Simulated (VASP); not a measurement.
Wanted: the native input for a VASP 6.6.1 run.

- Task: single point
- Functional: PBE
- Dispersion: D3(BJ)
- Potentials or basis: VASP PAW PBE potentials, release 64 (C, S)
- Cutoff: 520 eV
- k mesh: 2 × 2 × 1
- Occupations: fermi-dirac, width 0.05 eV
- Spin: collinear spin, zero start
- Starting moments: [0.0, 0.0, 0.0, 0.0, 0.0, 0.0, 0.0, 0.0, 0.0, 0.0, 0.0, 0.0, 0.0, 0.0, 0.0, 0.0, 0.0, 0.0, 0.0] μB
- Dipole correction: no
- Further INCAR settings: ALGO = Normal; EDIFF = 1e-06; NBANDS = 58; NELMDL = -8

The structure of C18S lies in POSCAR:

```
C18S
1.0
    7.3980000000      0.0000000000      0.0000000000
   -3.6990000000      6.4068560000      0.0000000000
    0.0000000000      0.0000000000     13.0000000000
C S
18 1
Direct
    0.0075654877      0.0019593073      0.0722193846
    0.2277677066      0.1115629881      0.0706560000
    0.0071162725      0.3329227315      0.0712505385
    0.2301104693      0.4448924714      0.0688903846
    0.0061405876      0.6688272688      0.0684568462
    0.2290029757      0.7806545051      0.0707330000
    0.3353774899     -0.0018349094      0.0749983846
    0.5597064988      0.1154951820      0.0962153846
    0.3402530083      0.3346774143      0.0709427692
    0.5633730600      0.4472365229      0.0707760769
    0.3421011975      0.6679052877      0.0718351538
    0.5596019110      0.7751738138      0.0785032308
    0.6753737174     -0.0000589993      0.0986466154
    0.8998838600      0.1154116777      0.0778319231
    0.6768433357      0.3396842383      0.0746585385
    0.8943560683      0.4460092438      0.0703109231
    0.6729684767      0.6674192459      0.0725720769
    0.8959476907      0.7789827023      0.0720678462
    0.6122387486      1.0669030176      0.2338200000
```

The input as run:

INCAR

```
PREC = Accurate ; ENCUT = 520
EDIFF = 1E-6 ; ISMEAR = -1
SIGMA = 0.05 ; LREAL = F
LASPH = T ; NELM = 200
ALGO = Normal ; ISIF = 2
LWAVE = F ; LCHARG = T
ISPIN = 2 ; MAGMOM = 0 0 0 0 0 0 0 0 0 0 0 0 0 0 0 0 0 0 0
LORBIT = 11 ; GGA = PE
IVDW = 12 ; LELF = T
LVHAR = T ; NBANDS = 58
GGA_COMPAT = F ; NELMDL = -8
```

KPOINTS

```
regular mesh
0
Gamma
  2 2 1
```

Potentials or basis: VASP PAW PBE potentials, release 64 (C, S).

Launch:

```console
$ cat potpaw_PBE.64/C/POTCAR potpaw_PBE.64/S/POTCAR > POTCAR
$ mpirun -np 1 vasp_std > vasp.out
```

Results of the run:

* Largest force: 0.319 eV/Å
* Band gap on the k mesh: 0.26 eV
* Net moment: 0.00 μB per cell
* Valence electrons inside the program's atomic spheres: C 2.66, 2.65, 2.58, 2.57 (each value once); S 3.66
* Dispersion energy per atom: -0.095 eV

Caveat: the k points lie up to 0.49 Å⁻¹ apart; there is no dipole correction, which matters where the two faces differ; semilocal functionals underestimate gaps, and a narrow one can read as zero.

It took 9.5 min on 1 thread of Intel(R) Xeon(R) 6975P-C (Granite Rapids), with other jobs on the host, peak memory 0.94 GiB.
